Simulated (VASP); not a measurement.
# Cr (Fd-3m) in VASP: further runs

The runs below take Cr through single point, with LDA.

All numbers are computed with VASP 6.6.1; they aren't measurements. Logs are shortened: lines on timing, memory, paths and dates and some standing lists are left out, and cuts for length are marked.

### Step 1. The cell of the first run

It takes space group Fd-3m (No. 227, cubic). The conventional cell has a = 5.008 Å, b = 5.008 Å, c = 5.008 Å, α = 90.00°, β = 90.00°, γ = 90.00°. Cr (site symmetry -43m) has 4 Cr at 2.17 Å within 2.9 Å.

This isn't the form of Cr at room conditions, which is bcc.

### Step 2. Single point, LDA (15.70 Å³/atom)

File INCAR:

```
  ALGO = Normal
  EDIFF = 1E-7
  ENCUT = 520
  GGA = CA
  ISIF = 2
  ISMEAR = -1
  LASPH = True
  LCHARG = False
  LREAL = False
  LWAVE = False
  NBANDS = 19
  NELM = 100
  PREC = Accurate
  SIGMA = 0.1
```

File KPOINTS:

```
k-points
0
Gamma
  18 18 18
```

File POSCAR:

```
Cr
1.0
    0.0000000000      2.5039028558      2.5039028558
    2.5039028558      0.0000000000      2.5039028558
    2.5039028558      2.5039028558      0.0000000000
Cr
2
Direct
    0.1250000000      0.1250000000      0.1250000000
    0.8750000000      0.8750000000      0.8750000000
```

Potentials or basis: VASP PAW LDA potentials, release 64 (Cr_pv).

Command:

```console
> cat potpaw_LDA.64/Cr_pv/POTCAR > POTCAR
> mpirun -np 1 vasp_std > vasp.out
```

OUTCAR:

```text
EDIFF = 1E-7
   ENCUT = 520
   GGA = CA
   ISIF = 2
   ISMEAR = -1
   LASPH = True
   LREAL = False
   NELM = 100
   PREC = Accurate

 ion  position               nearest neighbor table
   1  0.125  0.125  0.125-   2 2.17   2 2.17   2 2.17   2 2.17
   2  0.875  0.875  0.875-   1 2.17   1 2.17   1 2.17   1 2.17

  LATTYP: Found a face centered cubic cell.
 ALAT       =     5.0078057116

  Lattice vectors:

 A1 = (   0.0000000000,   2.5039028558,   2.5039028558)
 A2 = (   2.5039028558,   0.0000000000,   2.5039028558)
 A3 = (   2.5039028558,   2.5039028558,   0.0000000000)

Analysis of symmetry for initial positions (statically):
=====================================================================
 Subroutine PRICEL returns:
 Original cell was already a primitive cell.

 Routine SETGRP: Setting up the symmetry group for a
 face centered cubic supercell.

 Subroutine GETGRP returns: Found 48 space group operations
 (whereof 12 operations were pure point group operations)
 out of a pool of 48 trial point group operations.

The static configuration has the point symmetry D_3d.
 The point group associated with its full space group is O_h .

Analysis of symmetry for dynamics (positions and initial velocities):
=====================================================================
 Subroutine PRICEL returns:
 Original cell was already a primitive cell.

 Routine SETGRP: Setting up the symmetry group for a
 face centered cubic supercell.

 Subroutine GETGRP returns: Found 48 space group operations
 (whereof 12 operations were pure point group operations)
 out of a pool of 48 trial point group operations.

The dynamic configuration has the point symmetry D_3d.
 The point group associated with its full space group is O_h .

 Subroutine INISYM returns: Found 48 space group operations
 (whereof 12 operations are pure point group operations),
 and found     1 'primitive' translations

----------------------------------------------------------------------------------------

                                     Primitive cell

  volume of cell :      31.3966

  direct lattice vectors                    reciprocal lattice vectors
     0.000000000  2.503902856  2.503902856    -0.199688258  0.199688258  0.199688258
     2.503902856  0.000000000  2.503902856     0.199688258 -0.199688258  0.199688258
     2.503902856  2.503902856  0.000000000     0.199688258  0.199688258 -0.199688258

  length of vectors
     3.541053378  3.541053378  3.541053378     0.345870209  0.345870209  0.345870209

  position of ions in fractional coordinates (direct lattice)
     0.125000000  0.125000000  0.125000000
     0.875000000  0.875000000  0.875000000

  ion indices of the primitive-cell ions
   primitive index   ion index
                 1           1
                 2           2

----------------------------------------------------------------------------------------

 KPOINTS: k-points

Automatic generation of k-mesh.
 Grid dimensions read from file:
 generate k-points for:   18   18   18

 Generating k-lattice:

  Cartesian coordinates                     Fractional coordinates (reciprocal lattice)
    -0.011093792  0.011093792  0.011093792     0.055555556  0.000000000  0.000000000
     0.011093792 -0.011093792  0.011093792     0.000000000  0.055555556  0.000000000
     0.011093792  0.011093792 -0.011093792     0.000000000  0.000000000  0.055555556

  Length of vectors
     0.019215012  0.019215012  0.019215012

  Shift w.r.t. Gamma in fractional coordinates (k-lattice)
     0.000000000  0.000000000  0.000000000

 Subroutine IBZKPT returns following result:
 ===========================================

 Found    195 irreducible k-points:

 Following reciprocal coordinates:
            Coordinates               Weight
  0.000000  0.000000  0.000000      1.000000
  0.055556  0.000000  0.000000      8.000000
  0.111111  0.000000  0.000000      8.000000
  0.166667  0.000000  0.000000      8.000000
  0.222222  0.000000  0.000000      8.000000
  0.277778  0.000000  0.000000      8.000000
[... 16 lines left out ...]
 -0.277778  0.055556  0.000000     24.000000
 -0.222222  0.055556  0.000000     24.000000
 [... further k-points ...]
   k-points           NKPTS =    195   k-points in BZ     NKDIM =    195   number of bands    NBANDS=     19
   number of dos      NEDOS =    301   number of ions     NIONS =      2
   total plane-waves  NPLWV =  21952
   dimension x,y,z NGX =    28 NGY =   28 NGZ =   28
   dimension x,y,z NGXF=    56 NGYF=   56 NGZF=   56
   ions per type =               2
   NGX,Y,Z   is equivalent  to a cutoff of  13.15, 13.15, 13.15 a.u.
   NGXF,Y,Z  is equivalent  to a cutoff of  26.29, 26.29, 26.29 a.u.
 SYSTEM =  unknown system
   PREC   = accura    normal or accurate (medium, high low for compatibility)
   ISTART =      0    job   : 0-new  1-cont  2-samecut
   ICHARG =      2    charge: 1-file 2-atom 10-const
   ISPIN  =      1    spin polarized calculation?
   LNONCOLLINEAR =      F non collinear calculations
   LSORBIT =      F    spin-orbit coupling
   LASPH  =      T    aspherical Exc in radial PAW
   ENCUT  =  520.0 eV  38.22 Ry    6.18 a.u.   6.58  6.58  6.58*2*pi/ulx,y,z
   NELM   =    100;   NELMIN=  2; NELMDL= -5     # of ELM steps
   EDIFF  = 0.1E-06   stopping-criterion for ELM
   LREAL  =      F    real-space projection
   EDIFFG = 0.1E-05   stopping-criterion for IOM
   NSW    =      0    number of steps for IOM
   IBRION =     -1    ionic relax: 0-MD 1-quasi-New 2-CG
   NFREE  =      0    steps in history (QN), initial steepest desc. (CG)
   ISIF   =      2    stress and relaxation
   ISYM   =      2    0-nonsym 1-usesym 2-fastsym
   POTIM  = 0.5000    time-step for ionic-motion
   TEBEG  =    0.0;   TEEND  =   0.0 temperature during run
   PSTRESS=    0.0 pullay stress
   NELECT =      24.0000    total number of electrons
   NUPDOWN=      -1.0000    fix difference up-down
   EMIN   =  10.00;   EMAX   =-10.00  energy-range for DOS
   EFERMI =   0.00;   METHOD = LEGACY
   ISMEAR =    -1;   SIGMA  =   0.10  broadening in eV -4-tet -1-fermi 0-gaus
   EFERMI_NEDOS =   21; number of points for ismear=-14 and -15
   IALGO  =     38    algorithm
   IMIX   =      4    mixing-type and parameters
     AMIX     =   0.40;   BMIX     =  1.00
     AMIX_MAG =   1.60;   BMIX_MAG =  1.00
  volume/ion in A,a.u.               =      15.70       105.94
  Fermi-wavevector in a.u.,A,eV,Ry     =   1.496871  2.828676 30.485533  2.240623
  Thomas-Fermi vector in A             =   2.608832
   LORBIT       =      0    0 simple, 1 ext, 2 COOP (PROOUT), +10 PAW based schemes
   GGA     = CA    functional components
   LHFCALC =     F    Hartree Fock is set to
   AEXX    =    0.0000 exact exchange contribution
   IVDW    =     0    specifies the selected vdW correction
   LEPSILON=     F    determine dielectric tensor
   LRPA    =     F    only Hartree local field effects (RPA)
 non-spin polarized calculation
  energy-cutoff  :      520.00
  volume of cell :       31.40
 maximum number of plane-waves:       877
   NGX = 13   NGY = 13   NGZ = 13

 number of electron      24.0000010 magnetization

 Free energy of the ion-electron system (eV)
  ---------------------------------------------------
  ext. energy  EPLUGINS =         0.00000000
  ---------------------------------------------------
  free energy    TOTEN  =       -16.83777893 eV

  energy without entropy =      -16.71292257  energy(sigma->0) =      -16.77535075

 E-fermi :   6.6076     XC(G=0): -11.8950

 val. band max:        6.6025380825   @ k =  -0.1667   0.2778   0.1111
 cond. band min:       6.6096856183   @ k =   0.4444   0.1667   0.0556
 fundamental gap:      0.0071475358
 Fermi energy:         6.6075626485

 k-point     1 :       0.0000    0.0000    0.0000
  band No.  band energies     occupation
      1     -35.7406      2.00000
      2     -35.7406      2.00000
      3     -35.7406      2.00000
      4     -34.8068      2.00000
      5     -34.8068      2.00000
      6     -34.8068      2.00000
[... 11 lines left out ...]
     18      13.2199      0.00000
     19      13.2210      0.00000

 k-point     2 :       0.0556    0.0000    0.0000
  band No.  band energies     occupation
      1     -35.7445      2.00000
      2     -35.7445      2.00000
      3     -35.7409      2.00000
      4     -34.8073      2.00000
      5     -34.8028      2.00000
      6     -34.8028      2.00000
[... 11 lines left out ...]
     18      13.2198      0.00000
     19      13.2210      0.00000

 k-point     3 :       0.1111    0.0000    0.0000
  band No.  band energies     occupation
      1     -35.7556      2.00000
      2     -35.7556      2.00000
      3     -35.7419      2.00000
      4     -34.8086      2.00000
      5     -34.7915      2.00000
      6     -34.7915      2.00000
[... 11 lines left out ...]
     18      13.2198      0.00000
     19      13.2209      0.00000

 k-point     4 :       0.1667    0.0000    0.0000
  band No.  band energies     occupation
      1     -35.7721      2.00000
      2     -35.7721      2.00000
      3     -35.7437      2.00000
      4     -34.8103      2.00000
      5     -34.7745      2.00000
      6     -34.7745      2.00000
[... 11 lines left out ...]
     18      13.2198      0.00000
     19      13.2209      0.00000

 k-point     5 :       0.2222    0.0000    0.0000
  band No.  band energies     occupation
      1     -35.7917      2.00000
      2     -35.7917      2.00000
      3     -35.7462      2.00000
      4     -34.8121      2.00000
      5     -34.7545      2.00000
      6     -34.7545      2.00000
[... 11 lines left out ...]
     18      13.2197      0.00000
     19      13.2208      0.00000

 k-point     6 :       0.2778    0.0000    0.0000
  band No.  band energies     occupation
      1     -35.8117      2.00000
      2     -35.8117      2.00000
      3     -35.7493      2.00000
      4     -34.8134      2.00000
      5     -34.7340      2.00000
      6     -34.7340      2.00000
[... 11 lines left out ...]
     18      13.2192      0.00000
     19      13.2206      0.00000

 k-point     7 :       0.3333    0.0000    0.0000
  band No.  band energies     occupation
      1     -35.8298      2.00000
      2     -35.8298      2.00000
      3     -35.7527      2.00000
      4     -34.8142      2.00000
      5     -34.7155      2.00000
      6     -34.7155      2.00000
[... 11 lines left out ...]
     18      12.9077      0.00000
     19      13.2215      0.00000

 k-point     8 :       0.3889    0.0000    0.0000
  band No.  band energies     occupation
      1     -35.8441      2.00000
      2     -35.8441      2.00000
      3     -35.7557      2.00000
      4     -34.8144      2.00000
      5     -34.7008      2.00000
      6     -34.7008      2.00000
[... 256 lines left out ...]
 k-point    20 :      -0.4444    0.0556    0.0000
  band No.  band energies     occupation
      1     -35.8783      2.00000
      2     -35.8564      2.00000
      3     -35.7310      2.00000
      4     -34.8372      2.00000
      5     -34.6881      2.00000
      6     -34.6711      2.00000
[... 11 lines left out ...]
     18      10.9778      0.00000
     19      13.2201      0.00000

 k-point    21 :      -0.3889    0.0556    0.0000
  band No.  band energies     occupation
      1     -35.8726      2.00000
      2     -35.8466      2.00000
      3     -35.7311      2.00000
      4     -34.8359      2.00000
      5     -34.6981      2.00000
      6     -34.6765      2.00000
[... 11 lines left out ...]
     18      11.5877      0.00000
     19      13.2206      0.00000

 k-point    22 :      -0.3333    0.0556    0.0000
  band No.  band energies     occupation
      1     -35.8605      2.00000
      2     -35.8317      2.00000
      3     -35.7310      2.00000
      4     -34.8338      2.00000
      5     -34.7133      2.00000
      6     -34.6882      2.00000
[... 11 lines left out ...]
     18      12.5428      0.00000
     19      13.2209      0.00000

 k-point    23 :      -0.2778    0.0556    0.0000
  band No.  band energies     occupation
      1     -35.8431      2.00000
      2     -35.8133      2.00000
      3     -35.7310      2.00000
      4     -34.8308      2.00000
      5     -34.7322      2.00000
      6     -34.7052      2.00000
[... 11 lines left out ...]
     18      13.2184      0.00000
     19      13.2205      0.00000

 k-point    24 :      -0.2222    0.0556    0.0000
  band No.  band energies     occupation
      1     -35.8220      2.00000
      2     -35.7932      2.00000
      3     -35.7314      2.00000
      4     -34.8269      2.00000
      5     -34.7528      2.00000
      6     -34.7259      2.00000
[... 11 lines left out ...]
     18      13.2197      0.00000
     19      13.2208      0.00000

 [... further k-points ...]
[... 5 lines left out ...]
  --------------------------------------------------------------------------------------
  -------------------------------------------------------------------------------------
  Total       -0.7740066     -0.7740066     -0.7740066      0.0000000      0.0000000      0.0000000
  in kB      -39.4977921    -39.4977921    -39.4977921      0.0000000      0.0000000      0.0000000
  external PRESSURE =     -39.4977921 kB  Pullay stress =       0.0000000 kB

 VOLUME and BASIS-vectors are now :
 -----------------------------------------------------------------------------
  energy-cutoff  :      520.00
  volume of cell :       31.40
      direct lattice vectors                 reciprocal lattice vectors
     0.000000000  2.503902856  2.503902856    -0.199688258  0.199688258  0.199688258
     2.503902856  0.000000000  2.503902856     0.199688258 -0.199688258  0.199688258
     2.503902856  2.503902856  0.000000000     0.199688258  0.199688258 -0.199688258

 POSITION                                       TOTAL-FORCE (eV/Angst)
 -----------------------------------------------------------------------------------
      0.62598      0.62598      0.62598        -0.000000     -0.000000     -0.000000
      4.38183      4.38183      4.38183         0.000000      0.000000      0.000000
 -----------------------------------------------------------------------------------
    total drift:                                0.000000     -0.000000     -0.000000

  FREE ENERGIE OF THE ION-ELECTRON SYSTEM (eV)
  ---------------------------------------------------
  free  energy   TOTEN  =       -16.8377789345 eV

  energy  without entropy=      -16.7129225725  energy(sigma->0) =      -16.77535075
```

It took 2.2 min on 1 thread of Intel Xeon 8259CL, shared host; peak memory 0.21 GiB.

What came out:

| Property | Result |
| --- | --- |
| Free energy | -16.8378 eV |
| Pressure | -3.9 GPa |
| Band gap on the k mesh | zero (bands 12 and 13 overlap by 0.54 eV) |

Levels at points of the mesh, in eV from the Fermi level:
```tsv
k point	band 8	band 9	band 10	band 11	band 12	band 13	band 14	band 15	band 16	band 17
(0.00, 0.00, 0.00)	-1.74	-1.74	-1.12	-1.12	-1.12	1.10	1.10	1.10	3.28	3.28
(0.50, 0.00, 0.00)	-2.09	-1.62	-1.62	-1.17	-1.17	0.07	1.88	1.88	2.91	2.91
(0.50, 0.50, 0.00)	-2.83	-1.08	-1.08	0.01	0.01	0.71	0.71	3.16	3.16	4.30
```

Caveat: the cell stands under tension; the run has no spin polarisation, though such a crystal can be magnetic.

### Step 3. Single point, LDA (16.30 Å³/atom)

This run uses another cell than the first one, of 16.30 Å³/atom.

File INCAR:

```
SYSTEM = Cr
ALGO = Normal ; EDIFF = 1E-6
ENCUT = 520 ; ISIF = 2
ISMEAR = -1 ; LASPH = .TRUE.
LCHARG = .FALSE. ; LREAL = .FALSE.
LWAVE = .FALSE. ; NBANDS = 19
NELM = 60 ; PREC = Accurate
SIGMA = 0.1
```

File KPOINTS:

```
k-points
0
G
  18 18 18
  0 0 0
```

File POSCAR:

```
Cr
1.0
    0.0000000000      2.5356011937      2.5356011937
    2.5356011937      0.0000000000      2.5356011937
    2.5356011937      2.5356011937      0.0000000000
Cr
2
Direct
    0.1250000000      0.1250000000      0.1250000000
    0.8750000000      0.8750000000      0.8750000000
```

Potentials or basis: VASP PAW LDA potentials, release 64 (Cr_pv).

Command:

```console
> cat potpaw_LDA.64/Cr_pv/POTCAR > POTCAR
> mpirun -np 1 vasp_std > vasp.out
```

Run time: 2.1 min. Hardware: 1 thread of Intel Xeon 8259CL, shared host; peak memory 0.22 GiB.

Results (log left out):

| Quantity | Value |
| --- | --- |
| Free energy | -16.7934 eV |
| Pressure | -7.8 GPa |
| Band gap on the k mesh | zero (bands 12 and 13 overlap by 0.52 eV) |

Levels at points of the mesh, in eV from the Fermi level:
```csv
k point,band 8,band 9,band 10,band 11,band 12,band 13,band 14,band 15,band 16,band 17
"(0.00, 0.00, 0.00)",-1.62,-1.62,-1.06,-1.06,-1.06,1.07,1.07,1.07,3.15,3.15
"(0.50, 0.00, 0.00)",-1.94,-1.51,-1.51,-1.10,-1.10,0.03,1.82,1.82,2.80,2.80
"(0.50, 0.50, 0.00)",-2.66,-1.00,-1.00,-0.05,-0.05,0.71,0.71,3.04,3.04,4.14
```

Caveat: the cell stands under tension; the run has no spin polarisation, though such a crystal can be magnetic.
